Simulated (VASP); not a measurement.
# Ti3H in VASP: further runs, part 2 of 3

VASP 6.6.1. Earlier steps stand in the parts before.

## Step 4: Single point, PBE

INCAR reads:

```
PREC = Accurate ; ENCUT = 520
EDIFF = 1E-7 ; ISMEAR = 0
SIGMA = 0.1 ; LREAL = F
LASPH = T ; NELM = 80
ALGO = Normal ; ISIF = 2
LWAVE = F ; LCHARG = F
LDIPOL = T ; IDIPOL = 3
DIPOL = 0.5 0.5 0.322 ; GGA = PE
NBANDS = 47
```

KPOINTS reads:

```
Automatic mesh
0
Gamma
  6 6 1
```

POSCAR reads:

```
Ti3H
1.0
    4.6037402164      0.0000000000      0.0000000000
   -2.3018701082      3.9869559799      0.0000000000
    0.0000000000      0.0000000000     22.4968206792
Ti H
6 2
Direct
    0.6666666667      0.3333333333      0.1778029019
    0.3333333333      0.6666666667      0.2195747837
    0.0000000000      0.0000000000      0.2613466656
    0.6666666667      0.3333333333      0.2980472718
    0.3333333333      0.6666666667      0.3304570052
    0.0000000000      0.0000000000      0.3776898434
    0.4294052260      1.0000000000      0.4545895985
    0.5705947740      1.0000000000      0.4545895985
```

Started as:

```bash
> cat potpaw_PBE.64/Ti_sv/POTCAR potpaw_PBE.64/H/POTCAR > POTCAR
> mpirun -np 1 vasp_std > vasp.out
```

Wall time 16 min (1 thread of AMD EPYC 7R13, shared host); peak memory 0.57 GiB.

The run converged. Its results:

- Free energy: -47.9661 eV
- Largest force: 5.083 eV/Å
- Band gap on the k mesh: zero (bands 37 and 38 overlap by 0.26 eV)

Forces on the atoms (eV/Å):
```
Ti   0.000  0.021  0.141
Ti   0.000 -0.073  0.486
Ti   0.000  0.006 -0.469
Ti   0.000  0.070 -0.086
Ti   0.000  0.015 -0.078
Ti   0.000 -0.001 -0.465
H   -5.077 -0.019  0.236
H    5.077 -0.019  0.236
```

Levels at points of the mesh, in eV from the Fermi level:
```tsv
k point	band 34	band 35	band 36	band 37	band 38	band 39	band 40	band 41
(0.00, 0.00, 0.00)	-0.46	-0.45	-0.20	-0.19	-0.15	0.02	0.03	0.55
(0.50, 0.00, 0.00)	-0.37	-0.29	-0.23	-0.09	0.04	0.24	0.38	0.53
(0.00, 0.50, 0.00)	-0.44	-0.37	-0.28	-0.13	0.04	0.04	0.39	0.56
```

## Step 5: Single point, PBE

INCAR reads:

```
ALGO = Normal
DIPOL = 0.5 0.5 0.331
EDIFF = 1E-6
ENCUT = 520
GGA = PE
IDIPOL = 3
ISIF = 2
ISMEAR = 0
LASPH = True
LCHARG = False
LDIPOL = True
LREAL = False
LWAVE = False
NBANDS = 47
NELM = 60
PREC = Accurate
SIGMA = 0.1
```

KPOINTS reads:

```
k-points
0
Gamma
  6 6 1
```

POSCAR: that of step 4 with these lines changed.

```diff
@@ -14,3 +14,3 @@
     0.0000000000      0.0000000000      0.3776898434
-    0.4294052260      1.0000000000      0.4545895985
-    0.5705947740      1.0000000000      0.4545895985
+    0.4294052260      1.0000000000      0.4932617296
+    0.5705947740      1.0000000000      0.4932617296
```

Potentials or basis: VASP PAW PBE potentials, release 64 (Ti_sv, H).

Started as:

```bash
> cat potpaw_PBE.64/Ti_sv/POTCAR potpaw_PBE.64/H/POTCAR > POTCAR
> mpirun -np 1 vasp_std > vasp.out
```

OUTCAR:

```text
EDIFF = 1E-6
   ENCUT = 520
   GGA = PE
   ISIF = 2
   ISMEAR = 0
   LASPH = True
   LREAL = False
   NELM = 60
   PREC = Accurate

 ion  position               nearest neighbor table
   1  0.667  0.333  0.178-   4 2.71   2 2.82   2 2.82   2 2.82
   2  0.333  0.667  0.220-   5 2.49   1 2.82   1 2.82   3 2.82   1 2.82   3 2.82   3 2.82
   3  0.000  0.000  0.261-   6 2.62   4 2.78   4 2.78   4 2.78   2 2.82   2 2.82   2 2.82
   4  0.667  0.333  0.298-   1 2.71   5 2.76   5 2.76   5 2.76   3 2.78   3 2.78   3 2.78
   5  0.333  0.667  0.330-   2 2.49   4 2.76   4 2.76   4 2.76   6 2.86   6 2.86   6 2.86
   6  0.000  0.000  0.378-   3 2.62   5 2.86   5 2.86   5 2.86
   7  0.429  0.000  0.493-   8 0.65
   8  0.571  0.000  0.493-   7 0.65

  LATTYP: Found a hexagonal cell.
 ALAT       =     4.6037402164
 C/A-ratio  =     4.8866399105

  Lattice vectors:

 A1 = (   4.6037402164,   0.0000000000,   0.0000000000)
 A2 = (  -2.3018701082,   3.9869559799,   0.0000000000)
 A3 = (   0.0000000000,   0.0000000000,  22.4968206792)

Analysis of symmetry for initial positions (statically):
=====================================================================
 Subroutine PRICEL returns:
 Original cell was already a primitive cell.

 Routine SETGRP: Setting up the symmetry group for a
 hexagonal supercell.

 Subroutine GETGRP returns: Found  2 space group operations
 (whereof  2 operations were pure point group operations)
 out of a pool of 24 trial point group operations.

The static configuration has the point symmetry C_1h.

Analysis of symmetry for dynamics (positions and initial velocities):
=====================================================================
 Subroutine PRICEL returns:
 Original cell was already a primitive cell.

 Routine SETGRP: Setting up the symmetry group for a
 hexagonal supercell.

 Subroutine GETGRP returns: Found  2 space group operations
 (whereof  2 operations were pure point group operations)
 out of a pool of 24 trial point group operations.

The dynamic configuration has the point symmetry C_1h.

 Subroutine INISYM returns: Found  2 space group operations
 (whereof  2 operations are pure point group operations),
 and found     1 'primitive' translations

----------------------------------------------------------------------------------------

                                     Primitive cell

  volume of cell :     412.9271

  direct lattice vectors                    reciprocal lattice vectors
     4.603740216  0.000000000  0.000000000     0.217214689  0.125408959  0.000000000
    -2.301870108  3.986955980  0.000000000     0.000000000  0.250817918  0.000000000
     0.000000000  0.000000000 22.496820679     0.000000000  0.000000000  0.044450725

  length of vectors
     4.603740216  4.603740216 22.496820679     0.250817918  0.250817918  0.044450725

  position of ions in fractional coordinates (direct lattice)
     0.666666667  0.333333333  0.177802902
     0.333333333  0.666666667  0.219574784
     0.000000000  0.000000000  0.261346666
     0.666666667  0.333333333  0.298047272
     0.333333333  0.666666667  0.330457005
     0.000000000  0.000000000  0.377689843
     0.429405226  0.000000000  0.493261730
     0.570594774  0.000000000  0.493261730

  ion indices of the primitive-cell ions
   primitive index   ion index
                 1           1
[... 53 lines left out ...]
   dimension x,y,z NGXF=    72 NGYF=   72 NGZF=  336
   ions per type =               6   2
   NGX,Y,Z   is equivalent  to a cutoff of  13.00, 13.00, 12.41 a.u.
   NGXF,Y,Z  is equivalent  to a cutoff of  26.00, 26.00, 24.83 a.u.
 SYSTEM =  unknown system
   PREC   = accura    normal or accurate (medium, high low for compatibility)
   ISTART =      0    job   : 0-new  1-cont  2-samecut
   ICHARG =      2    charge: 1-file 2-atom 10-const
   ISPIN  =      1    spin polarized calculation?
   LNONCOLLINEAR =      F non collinear calculations
   LSORBIT =      F    spin-orbit coupling
   LASPH  =      T    aspherical Exc in radial PAW
   ENCUT  =  520.0 eV  38.22 Ry    6.18 a.u.   8.56  8.56 41.83*2*pi/ulx,y,z
   NELM   =     60;   NELMIN=  2; NELMDL= -5     # of ELM steps
   EDIFF  = 0.1E-05   stopping-criterion for ELM
   LREAL  =      F    real-space projection
   EDIFFG = 0.1E-04   stopping-criterion for IOM
   NSW    =      0    number of steps for IOM
   IBRION =     -1    ionic relax: 0-MD 1-quasi-New 2-CG
   NFREE  =      0    steps in history (QN), initial steepest desc. (CG)
   ISIF   =      2    stress and relaxation
   ISYM   =      2    0-nonsym 1-usesym 2-fastsym
   POTIM  = 0.5000    time-step for ionic-motion
   TEBEG  =    0.0;   TEEND  =   0.0 temperature during run
   PSTRESS=    0.0 pullay stress
   NELECT =      74.0000    total number of electrons
   NUPDOWN=      -1.0000    fix difference up-down
   EMIN   =  10.00;   EMAX   =-10.00  energy-range for DOS
   EFERMI =   0.00;   METHOD = LEGACY
   ISMEAR =     0;   SIGMA  =   0.10  broadening in eV -4-tet -1-fermi 0-gaus
   EFERMI_NEDOS =   21; number of points for ismear=-14 and -15
   IALGO  =     38    algorithm
   IMIX   =      4    mixing-type and parameters
     AMIX     =   0.40;   BMIX     =  1.00
     AMIX_MAG =   1.60;   BMIX_MAG =  1.00
  volume/ion in A,a.u.               =      51.62       348.32
  Fermi-wavevector in a.u.,A,eV,Ry     =   0.922984  1.744187 11.590801  0.851900
  Thomas-Fermi vector in A             =   2.048571
   LORBIT       =      0    0 simple, 1 ext, 2 COOP (PROOUT), +10 PAW based schemes
   GGA     = PE    functional components
   LHFCALC =     F    Hartree Fock is set to
   AEXX    =    0.0000 exact exchange contribution
   IVDW    =     0    specifies the selected vdW correction
   LEPSILON=     F    determine dielectric tensor
   LRPA    =     F    only Hartree local field effects (RPA)
 non-spin polarized calculation
 Gauss-broadening in eV      SIGMA  =   0.10
  energy-cutoff  :      520.00
  volume of cell :      412.93
 maximum number of plane-waves:     11163
 NGX is ok and might be reduce to    36
   NGX = 17   NGY = 17   NGZ = 83

 dipolmoment           0.000000      0.000000      0.133724 electrons x Angstroem

 number of electron      73.9999981 magnetization

 dipolmoment           0.000000      0.000000     -0.037132 electrons x Angstroem

 Free energy of the ion-electron system (eV)
  ---------------------------------------------------
  ext. energy  EPLUGINS =         0.00000000
  ---------------------------------------------------
  free energy    TOTEN  =       -48.23262633 eV

  energy without entropy =      -48.16514609  energy(sigma->0) =      -48.19888621

 E-fermi :  -0.2151     XC(G=0):  -4.1222

 val. band max:       -0.2403450199   @ k =   0.3333   0.3333   0.0000
 cond. band min:      -0.2066434331   @ k =   0.3333   0.3333   0.0000
 fundamental gap:      0.0337015868
 Fermi energy:        -0.2151260367

 k-point     1 :       0.0000    0.0000    0.0000
  band No.  band energies     occupation
      1     -57.2798      2.00000
      2     -57.2393      2.00000
      3     -56.6935      2.00000
      4     -56.5761      2.00000
      5     -56.5162      2.00000
      6     -56.4232      2.00000
[... 639 lines left out ...]
     46       1.1203      0.00000
     47       1.2246      0.00000

------------------------ aborting loop because EDIFF is reached ----------------------------------------

 vacuum level on the upper side and lower side of the slab       (xc-potential included)        -0.187         0.170

  FORCE on cell =-STRESS in cart. coord.  units (eV):
  Direction    XX          YY          ZZ          XY          YZ          ZX
  --------------------------------------------------------------------------------------
  -------------------------------------------------------------------------------------
  Total       -0.6986532     -3.8103511     -0.4735107      0.0000000      0.0297831      0.0000000
  in kB       -2.7108084    -14.7843481     -1.8372446      0.0000000      0.1155598      0.0000000
  external PRESSURE =      -6.4441337 kB  Pullay stress =       0.0000000 kB

 VOLUME and BASIS-vectors are now :
 -----------------------------------------------------------------------------
  energy-cutoff  :      520.00
  volume of cell :      412.93
      direct lattice vectors                 reciprocal lattice vectors
     4.603740216  0.000000000  0.000000000     0.217214689  0.125408959  0.000000000
    -2.301870108  3.986955980  0.000000000     0.000000000  0.250817918  0.000000000
     0.000000000  0.000000000 22.496820679     0.000000000  0.000000000  0.044450725

 POSITION                                       TOTAL-FORCE (eV/Angst)
 -----------------------------------------------------------------------------------
      2.30187      1.32899      4.00000         0.000000      0.011221      0.137436
     -0.00000      2.65797      4.93973         0.000000     -0.024694      0.496205
      0.00000      0.00000      5.87947        -0.000000     -0.001510     -0.555866
      2.30187      1.32899      6.70512         0.000000      0.015220     -0.032197
     -0.00000      2.65797      7.43423         0.000000      0.000670     -0.040030
      0.00000      0.00000      8.49682         0.000000     -0.007193     -0.165729
      1.97687      0.00000     11.09682        -4.874595      0.003143      0.080090
      2.62687      0.00000     11.09682         4.874595      0.003143      0.080090
 -----------------------------------------------------------------------------------
    total drift:                               -0.000000     -0.000004      0.000405

  FREE ENERGIE OF THE ION-ELECTRON SYSTEM (eV)
  ---------------------------------------------------
  free  energy   TOTEN  =       -48.2326263257 eV

  energy  without entropy=      -48.1651460868  energy(sigma->0) =      -48.19888621

 vacuum level on the upper side and lower side of the slab         2.853         3.219
```

Wall time 13 min (1 thread of AMD EPYC 7R13, shared host); peak memory 0.57 GiB.

What came out:

```
Free energy            : -48.2326 eV
Largest force          : 4.875 eV/Å
Band gap on the k mesh : zero (bands 37 and 38 overlap by 0.25 eV)
```

Forces on the atoms (eV/Å):
```
Ti   0.000  0.011  0.137
Ti   0.000 -0.025  0.496
Ti   0.000 -0.002 -0.556
Ti   0.000  0.015 -0.032
Ti   0.000  0.001 -0.040
Ti   0.000 -0.007 -0.166
H   -4.875  0.003  0.080
H    4.875  0.003  0.080
```

Levels at points of the mesh, in eV from the Fermi level:
| k point | band 33 | band 34 | band 35 | band 36 | band 37 | band 38 | band 39 | band 40 | band 41 | band 42 |
| --- | --- | --- | --- | --- | --- | --- | --- | --- | --- | --- |
| (0.00, 0.00, 0.00) | -0.64 | -0.45 | -0.45 | -0.17 | -0.16 | -0.14 | 0.04 | 0.04 | 0.55 | 0.80 |
| (0.50, 0.00, 0.00) | -0.63 | -0.37 | -0.29 | -0.26 | -0.10 | 0.05 | 0.13 | 0.41 | 0.59 | 0.65 |
| (0.00, 0.50, 0.00) | -0.64 | -0.37 | -0.35 | -0.27 | -0.12 | 0.05 | 0.07 | 0.41 | 0.59 | 0.66 |

[end of part 2 of 3]

The gap in the log of VASP goes by the Fermi energy; the results here count the filled bands.